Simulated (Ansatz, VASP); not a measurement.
# One calculation of Al, two programs

Contents of INCAR:

```
SYSTEM = Al
PREC = Accurate ; ENCUT = 520
EDIFF = 1E-6 ; ISMEAR = 0
SIGMA = 0.15 ; LREAL = .FALSE.
LASPH = .TRUE. ; NELM = 60
ALGO = Normal ; ISIF = 2
LWAVE = .FALSE. ; LCHARG = .TRUE.
GGA = PS ; LELF = .TRUE.
LVHAR = .TRUE. ; NBANDS = 10
```

Contents of KPOINTS:

```
regular mesh
0
G
  18 18 10
  0 0 0
```

File POSCAR:

```
Al
1.0
    2.8098000000      0.0000000000      0.0000000000
   -1.4049000000      2.4333581796      0.0000000000
    0.0000000000      0.0000000000      4.6382883863
Al
2
Direct
    0.6666666667      0.3333333333      0.7500000000
    0.3333333333      0.6666666667      0.2500000000
```

Input for Ansatz:

```yaml
crystal:
  lattice:
    - [2.8098, 0.0, 0.0]
    - [-1.4049, 2.4333581796, 0.0]
    - [0.0, 0.0, 4.6382883863]
  atoms:
    - { symbol: Al, position: [0.6666666667, 0.3333333333, 0.75] }
    - { symbol: Al, position: [0.3333333333, 0.6666666667, 0.25] }
basis:
  ecutwfc: 420
kpoints:
  mp_grid: { grid: [18, 18, 10] }
hamiltonian:
  xc: pbesol
  pseudopotentials: { kind: paw, azcp: { folder: soft_1 } }
scf:
  occupations: { method: gaussian, width: 0.15 }
output:
  forces: true
  stress: true
  eigenvalues: true
```

Alike in both runs: task single point; functional PBEsol; k mesh 18 × 18 × 10; occupations gaussian, width 0.15 eV; no spin polarisation.

```csv
,VASP,Ansatz
version,VASP 6.6.1,Ansatz 0.2.0
potentials or method,"VASP PAW PBE potentials, release 64 (Al), cutoff 520 eV","scalar-relativistic, plane waves, PAW"
valence electrons in the cell,6,6
```

|  | VASP | Ansatz | Ansatz less VASP |
| --- | --- | --- | --- |
| gap on the k mesh at the Fermi level (eV) | none | none | - |
| pressure (GPa) | 2.5 | 2.4 | -0.09 |
| traceless stress, the component that is largest in VASP (GPa) | -0.14 | -0.14 | 0.000 |

VASP's potentials were made for PBE, not for PBEsol, and Ansatz warns of the same on its side. A gap of «none» marks a metal or a gap that the smearing closes.
